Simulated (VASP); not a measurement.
# CoPtO2 (R-3m) in VASP: notebook

The runs below take CoPtO2 through single point, with PBE, PBEsol.

Program: VASP 6.6.1. These are calculated values, not measurements. Logs are shortened: lines on timing, memory, paths and dates and some standing lists are left out, and cuts for length are marked.

**1. The cell of the first run**

It takes space group R-3m (No. 166, trigonal). The conventional cell has a = 2.806 Å, b = 2.806 Å, c = 17.699 Å, α = 90.00°, β = 90.00°, γ = 120.00°. Within 2.6 Å of Pt (site symmetry -3m) lie 2 O at 1.99 Å. Co (site symmetry -3m) has 6 O at 1.88 Å within 2.5 Å. O (site symmetry 3m) has 3 Co at 1.88 Å and 1 Pt at 1.99 Å and 3 O at 2.52 Å within 2.6 Å.

**2. Single point, PBE, collinear spin, ferromagnetic start (10.05 Å³/atom)**

Input file INCAR:

```
PREC = Accurate
ENCUT = 520
EDIFF = 1E-6
ISMEAR = -1
SIGMA = 0.05
LREAL = False
LASPH = True
NELM = 150
ALGO = Normal
ISIF = 2
LWAVE = False
LCHARG = False
ISPIN = 2
MAGMOM = 0 2 0 0
LORBIT = 11
LMAXMIX = 4
GGA = PE
NBANDS = 28
```

Input file KPOINTS:

```
Automatic mesh
0
Gamma
  11 11 11
```

Input file POSCAR:

```
CoPtO2
1.0
    1.4027913101      0.8099019405      5.8995262364
   -1.4027913101      0.8099019405      5.8995262364
    0.0000000000     -1.6198038810      5.8995262364
Pt Co O
1 1 2
Direct
    0.0000000000      0.0000000000      0.0000000000
    0.5000000000      0.5000000000      0.5000000000
    0.1122440300      0.1122440300      0.1122440300
    0.8877559700      0.8877559700      0.8877559700
```

Potentials or basis: VASP PAW PBE potentials, release 64 (Pt, Co, O).

Run with:

```
cat potpaw_PBE.64/Pt/POTCAR potpaw_PBE.64/Co/POTCAR potpaw_PBE.64/O/POTCAR > POTCAR
mpirun -np 1 vasp_std > vasp.out
```

OUTCAR:

```text
PREC = Accurate
   ENCUT = 520
   EDIFF = 1E-6
   ISMEAR = -1
   LREAL = False
   LASPH = True
   NELM = 150
   ISIF = 2
   ISPIN = 2
   LORBIT = 11
   GGA = PE

 ion  position               nearest neighbor table
   1  0.000  0.000  0.000-   3 1.99   4 1.99
   2  0.500  0.500  0.500-   3 1.88   4 1.88   3 1.88   3 1.88   4 1.88   4 1.88
   3  0.112  0.112  0.112-   2 1.88   2 1.88   2 1.88   1 1.99
   4  0.888  0.888  0.888-   2 1.88   2 1.88   2 1.88   1 1.99

  LATTYP: Found a trigonal (rhomboedric) cell.
 ALAT       =     6.1178570126
 COS(alpha) =     0.8948480128

  Lattice vectors:

 A1 = (   1.4027913101,   0.8099019405,   5.8995262364)
 A2 = (  -1.4027913101,   0.8099019405,   5.8995262364)
 A3 = (   0.0000000000,  -1.6198038810,   5.8995262364)

Analysis of symmetry for initial positions (statically):
=====================================================================
 Subroutine PRICEL returns:
 Original cell was already a primitive cell.

 Routine SETGRP: Setting up the symmetry group for a
 trigonal (rhombohedral) supercell.

 Subroutine GETGRP returns: Found 12 space group operations
 (whereof 12 operations were pure point group operations)
 out of a pool of 12 trial point group operations.

The static configuration has the point symmetry D_3d.

Analysis of symmetry for dynamics (positions and initial velocities):
=====================================================================
 Subroutine PRICEL returns:
 Original cell was already a primitive cell.

 Routine SETGRP: Setting up the symmetry group for a
 trigonal (rhombohedral) supercell.

 Subroutine GETGRP returns: Found 12 space group operations
 (whereof 12 operations were pure point group operations)
 out of a pool of 12 trial point group operations.

The dynamic configuration has the point symmetry D_3d.

Analysis of structural, dynamic, and magnetic symmetry:
=====================================================================
 Subroutine PRICEL returns:
 Original cell was already a primitive cell.

 Routine SETGRP: Setting up the symmetry group for a
 trigonal (rhombohedral) supercell.

 Subroutine GETGRP returns: Found 12 space group operations
 (whereof 12 operations were pure point group operations)
 out of a pool of 12 trial point group operations.

The overall configuration has the point symmetry D_3d.

 Subroutine INISYM returns: Found 12 space group operations
 (whereof 12 operations are pure point group operations),
 and found     1 'primitive' translations

----------------------------------------------------------------------------------------

                                     Primitive cell

  volume of cell :      40.2155

  direct lattice vectors                    reciprocal lattice vectors
     1.402791310  0.809901940  5.899526236     0.356432205  0.205786230  0.056501712
    -1.402791310  0.809901940  5.899526236    -0.356432205  0.205786230  0.056501712
     0.000000000 -1.619803881  5.899526236     0.000000000 -0.411572459  0.056501712

  length of vectors
     6.117857013  6.117857013  6.117857013     0.415432705  0.415432705  0.415432705

  position of ions in fractional coordinates (direct lattice)
     0.000000000  0.000000000  0.000000000
     0.500000000  0.500000000  0.500000000
     0.112244030  0.112244030  0.112244030
     0.887755970  0.887755970  0.887755970

  ion indices of the primitive-cell ions
   primitive index   ion index
                 1           1
                 2           2
                 3           3
                 4           4

----------------------------------------------------------------------------------------

 KPOINTS: Automatic mesh

Automatic generation of k-mesh.
 Grid dimensions read from file:
 generate k-points for:   11   11   11

 Generating k-lattice:

  Cartesian coordinates                     Fractional coordinates (reciprocal lattice)
     0.032402928  0.018707839  0.005136519     0.090909091  0.000000000 -0.000000000
    -0.032402928  0.018707839  0.005136519     0.000000000  0.090909091 -0.000000000
     0.000000000 -0.037415678  0.005136519    -0.000000000 -0.000000000  0.090909091

  Length of vectors
     0.037766610  0.037766610  0.037766610

  Shift w.r.t. Gamma in fractional coordinates (k-lattice)
     0.000000000  0.000000000  0.000000000

 Subroutine IBZKPT returns following result:
 ===========================================

 Found    146 irreducible k-points:

 Following reciprocal coordinates:
            Coordinates               Weight
  0.000000  0.000000  0.000000      1.000000
  0.090909  0.000000 -0.000000      6.000000
  0.181818 -0.000000  0.000000      6.000000
  0.272727  0.000000 -0.000000      6.000000
  0.363636  0.000000 -0.000000      6.000000
  0.454545 -0.000000  0.000000      6.000000
[... 16 lines left out ...]
 -0.272727  0.181818  0.000000     12.000000
 -0.181818  0.181818  0.000000      6.000000
 [... further k-points ...]
   k-points           NKPTS =    146   k-points in BZ     NKDIM =    146   number of bands    NBANDS=     28
   number of dos      NEDOS =    301   number of ions     NIONS =      4
   total plane-waves  NPLWV = 110592
   dimension x,y,z NGX =    48 NGY =   48 NGZ =   48
   dimension x,y,z NGXF=    96 NGYF=   96 NGZF=   96
   ions per type =               1   1   2
   NGX,Y,Z   is equivalent  to a cutoff of  13.04, 13.04, 13.04 a.u.
   NGXF,Y,Z  is equivalent  to a cutoff of  26.09, 26.09, 26.09 a.u.
 SYSTEM =  unknown system
   PREC   = accura    normal or accurate (medium, high low for compatibility)
   ISTART =      0    job   : 0-new  1-cont  2-samecut
   ICHARG =      2    charge: 1-file 2-atom 10-const
   ISPIN  =      2    spin polarized calculation?
   LNONCOLLINEAR =      F non collinear calculations
   LSORBIT =      F    spin-orbit coupling
   LASPH  =      T    aspherical Exc in radial PAW
   ENCUT  =  520.0 eV  38.22 Ry    6.18 a.u.  11.38 11.38 11.38*2*pi/ulx,y,z
   NELM   =    150;   NELMIN=  2; NELMDL= -5     # of ELM steps
   EDIFF  = 0.1E-05   stopping-criterion for ELM
   LREAL  =      F    real-space projection
[... 7 lines left out ...]
   TEBEG  =    0.0;   TEEND  =   0.0 temperature during run
   PSTRESS=    0.0 pullay stress
   NELECT =      31.0000    total number of electrons
   NUPDOWN=      -1.0000    fix difference up-down
   EMIN   =  10.00;   EMAX   =-10.00  energy-range for DOS
   EFERMI =   0.00;   METHOD = LEGACY
   ISMEAR =    -1;   SIGMA  =   0.05  broadening in eV -4-tet -1-fermi 0-gaus
   EFERMI_NEDOS =   21; number of points for ismear=-14 and -15
   IALGO  =     38    algorithm
   IMIX   =      4    mixing-type and parameters
     AMIX     =   0.40;   BMIX     =  1.00
     AMIX_MAG =   1.60;   BMIX_MAG =  1.00
  volume/ion in A,a.u.               =      10.05        67.85
  Fermi-wavevector in a.u.,A,eV,Ry     =   1.501058  2.836588 30.656303  2.253175
  Thomas-Fermi vector in A             =   2.612478
   LORBIT       =     11    0 simple, 1 ext, 2 COOP (PROOUT), +10 PAW based schemes
   GGA     = PE    functional components
   LHFCALC =     F    Hartree Fock is set to
   AEXX    =    0.0000 exact exchange contribution
   IVDW    =     0    specifies the selected vdW correction
   LEPSILON=     F    determine dielectric tensor
   LRPA    =     F    only Hartree local field effects (RPA)
 spin polarized calculation
  energy-cutoff  :      520.00
  volume of cell :       40.22
 maximum number of plane-waves:      1099
 NGX is ok and might be reduce to    48
   NGX = 23   NGY = 23   NGZ = 23

 number of electron      31.0000003 magnetization       0.0048679

 number of electron      31.0000003 magnetization      -0.0007806

 Free energy of the ion-electron system (eV)
  ---------------------------------------------------
  ext. energy  EPLUGINS =         0.00000000
  ---------------------------------------------------
  free energy    TOTEN  =       -26.40939465 eV

  energy without entropy =      -26.40552145  energy(sigma->0) =      -26.40745805

 E-fermi :   9.1499     XC(G=0): -12.8054

 val. band max:        9.0689008630   @ k =  -0.3636  -0.3636   0.0909
 cond. band min:       9.2393592415   @ k =   0.4545   0.4545   0.0000
 fundamental gap:      0.1704583785
 Fermi energy:         9.1499045085

 spin component 1

 k-point     1 :       0.0000    0.0000    0.0000
  band No.  band energies     occupation
      1     -12.7657      1.00000
      2     -10.7893      1.00000
      3      -0.8197      1.00000
      4       1.8602      1.00000
      5       2.3675      1.00000
      6       2.3675      1.00000
[... 19 lines left out ...]
     26      27.6476      0.00000
     27      30.8162      0.00000
[... 661 lines left out ...]
 k-point    24 :      -0.1818    0.1818    0.0000
  band No.  band energies     occupation
      1     -11.8120      1.00000
      2     -10.7078      1.00000
      3       0.1862      1.00000
      4       1.1416      1.00000
      5       2.2205      1.00000
      6       2.7376      1.00000
[... 19 lines left out ...]
     26      26.9972      0.00000
     27      27.3595      0.00000

 [... further k-points ...]

 spin component 2

 k-point     1 :       0.0000    0.0000    0.0000
  band No.  band energies     occupation
      1     -12.7658      1.00000
      2     -10.7893      1.00000
      3      -0.8198      1.00000
      4       1.8603      1.00000
      5       2.3671      1.00000
      6       2.3671      1.00000
[... 19 lines left out ...]
     26      27.6476      0.00000
     27      30.8161      0.00000
[... 661 lines left out ...]
 k-point    24 :      -0.1818    0.1818    0.0000
  band No.  band energies     occupation
      1     -11.8121      1.00000
      2     -10.7079      1.00000
      3       0.1860      1.00000
      4       1.1415      1.00000
      5       2.2203      1.00000
      6       2.7374      1.00000
[... 19 lines left out ...]
     26      26.9971      0.00000
     27      27.3594      0.00000

 [... further k-points ...]

 [bands above 27 left out]

------------------------ aborting loop because EDIFF is reached ----------------------------------------

  FORCE on cell =-STRESS in cart. coord.  units (eV):
  Direction    XX          YY          ZZ          XY          YZ          ZX
  --------------------------------------------------------------------------------------
  -------------------------------------------------------------------------------------
  Total        2.8607385      2.8607385      3.1465269      0.0000000     -0.0000000      0.0000000
  in kB      113.9711273    113.9711273    125.3568702      0.0000000     -0.0000000      0.0000000
  external PRESSURE =     117.7663749 kB  Pullay stress =       0.0000000 kB

 VOLUME and BASIS-vectors are now :
 -----------------------------------------------------------------------------
  energy-cutoff  :      520.00
  volume of cell :       40.22
      direct lattice vectors                 reciprocal lattice vectors
     1.402791310  0.809901940  5.899526236     0.356432205  0.205786230  0.056501712
    -1.402791310  0.809901940  5.899526236    -0.356432205  0.205786230  0.056501712
     0.000000000 -1.619803881  5.899526236     0.000000000 -0.411572459  0.056501712

 POSITION                                       TOTAL-FORCE (eV/Angst)
 -----------------------------------------------------------------------------------
      0.00000      0.00000      0.00000         0.000000      0.000000      0.000000
      0.00000      0.00000      8.84929        -0.000000      0.000000      0.000000
      0.00000      0.00000      1.98656         0.000000     -0.000000     -0.147156
      0.00000      0.00000     15.71202         0.000000      0.000000      0.147156
 -----------------------------------------------------------------------------------
    total drift:                                0.000000      0.000000     -0.000000

  FREE ENERGIE OF THE ION-ELECTRON SYSTEM (eV)
  ---------------------------------------------------
  free  energy   TOTEN  =       -26.4093946479 eV

  energy  without entropy=      -26.4055214481  energy(sigma->0) =      -26.40745805

 total charge

# of ion       s       p       d       tot
------------------------------------------
    1        0.662   0.597   8.029   9.288
    2        0.443   0.696   7.388   8.527
    3        1.557   3.473   0.000   5.030
    4        1.557   3.473   0.000   5.030
--------------------------------------------------
tot          4.219   8.238  15.417  27.874

 magnetization (x)

# of ion       s       p       d       tot
------------------------------------------
    1        0.000   0.000   0.000   0.000
    2       -0.000  -0.000  -0.000  -0.000
    3        0.000   0.000   0.000   0.000
    4        0.000   0.000   0.000   0.000
--------------------------------------------------
tot         -0.000   0.000  -0.000  -0.000
```

Wall time 39 min (1 thread of Intel Xeon 8259CL, shared host); peak memory 0.6 GiB.

What came out:

- Free energy: -26.4094 eV
- Pressure: 11.8 GPa
- Largest force: 0.147 eV/Å
- Net moment: 0.00 μB per cell
- Valence electrons inside the program's atomic spheres: Pt 9.29; Co 8.53; O 5.03

Forces on the atoms (eV/Å):
```
Pt   0.000  0.000  0.000
Co   0.000  0.000  0.000
O    0.000  0.000 -0.147
O    0.000  0.000  0.147
```

Levels at points of the mesh, in eV from the Fermi level:
Spin up:
| k point | band 13 | band 14 | band 15 | band 16 | band 17 | band 18 | band 19 | band 20 |
| --- | --- | --- | --- | --- | --- | --- | --- | --- |
| (0.00, 0.00, 0.00) | -2.09 | -1.73 | -1.73 | -1.67 | 1.83 | 1.83 | 2.82 | 5.47 |
Spin down:
```csv
k point,band 14,band 15,band 16,band 17,band 18,band 19
"(0.00, 0.00, 0.00)",-1.73,-1.73,-1.67,1.82,1.82,2.82
```

Caveat: the cell stands under pressure; spin-orbit coupling is left out, which moves the levels of the heavy elements; semilocal functionals often make such compounds metallic where correlation or magnetic order opens a gap, which also shifts bond lengths.

**3. Single point, PBE, collinear spin, ferromagnetic start**

This run uses another cell than the first one, of 10.26 Å³/atom.

Input file INCAR:

```
SYSTEM = CoPtO2
PREC = Accurate
ENCUT = 520
EDIFF = 1E-6
ISMEAR = -1
SIGMA = 0.05
LREAL = .False.
LASPH = .True.
NELM = 150
ALGO = Normal
ISIF = 2
LWAVE = .False.
LCHARG = .True.
ISPIN = 2
MAGMOM = 0 2 0 0
LORBIT = 11
LMAXMIX = 4
GGA = PE
LELF = .True.
LVHAR = .True.
NBANDS = 28
```

Input file KPOINTS:

```
Automatic mesh
0
Gamma
  11 11 11
  0 0 0
```

Input file POSCAR:

```
CoPtO2
1.0
    1.4122699173      0.8153744169      5.9393891094
   -1.4122699173      0.8153744169      5.9393891094
    0.0000000000     -1.6307488338      5.9393891094
Pt Co O
1 1 2
Direct
    0.0000000000      0.0000000000      0.0000000000
    0.5000000000      0.5000000000      0.5000000000
    0.1122440300      0.1122440300      0.1122440300
    0.8877559700      0.8877559700      0.8877559700
```

Potentials or basis: VASP PAW PBE potentials, release 64 (Pt, Co, O).

Run with:

```
cat potpaw_PBE.64/Pt/POTCAR potpaw_PBE.64/Co/POTCAR potpaw_PBE.64/O/POTCAR > POTCAR
mpirun -np 1 vasp_std > vasp.out
```

Run time: 36 min. Hardware: 1 thread of Intel Xeon 8259CL, shared host; peak memory 0.6 GiB.

Results (log left out):

| Item | Value |
| --- | --- |
| Free energy | -26.4560 eV |
| Pressure | 6.0 GPa |
| Largest force | 0.109 eV/Å |
| Net moment | 0.00 μB per cell |
| Valence electrons inside the program's atomic spheres | Pt 9.23; Co 8.46; O 5.01 |

Forces in eV/Å, atoms in the order of the input:
```
Pt   0.000  0.000  0.000
Co   0.000  0.000  0.000
O    0.000  0.000 -0.109
O    0.000  0.000  0.109
```

Stress tensor (GPa, compression positive):
```
6.16 0.00 0.00
0.00 6.16 0.00
0.00 0.00 5.57
```

Levels at points of the mesh, in eV from the Fermi level:
Spin up:
| k point | band 12 | band 13 | band 14 | band 15 | band 16 | band 17 | band 18 | band 19 | band 20 | band 21 |
| --- | --- | --- | --- | --- | --- | --- | --- | --- | --- | --- |
| (0.00, 0.00, 0.00) | -2.01 | -2.01 | -1.66 | -1.66 | -1.60 | 1.80 | 1.80 | 2.72 | 5.50 | 8.96 |
Spin down:
```
           k point  band 13  band 14  band 15  band 16  band 17  band 18  band 19  band 20
(0.00, 0.00, 0.00)    -2.01    -1.66    -1.66    -1.60     1.80     1.80     2.72     5.50
```

Caveat: the cell stands under pressure; spin-orbit coupling is left out, which moves the levels of the heavy elements; semilocal functionals often make such compounds metallic where correlation or magnetic order opens a gap, which also shifts bond lengths. With open d or f shells a metallic result of PBE can be an artefact of self-interaction; +U or a hybrid may open a gap.

(Part 1 of 2 ends here.)
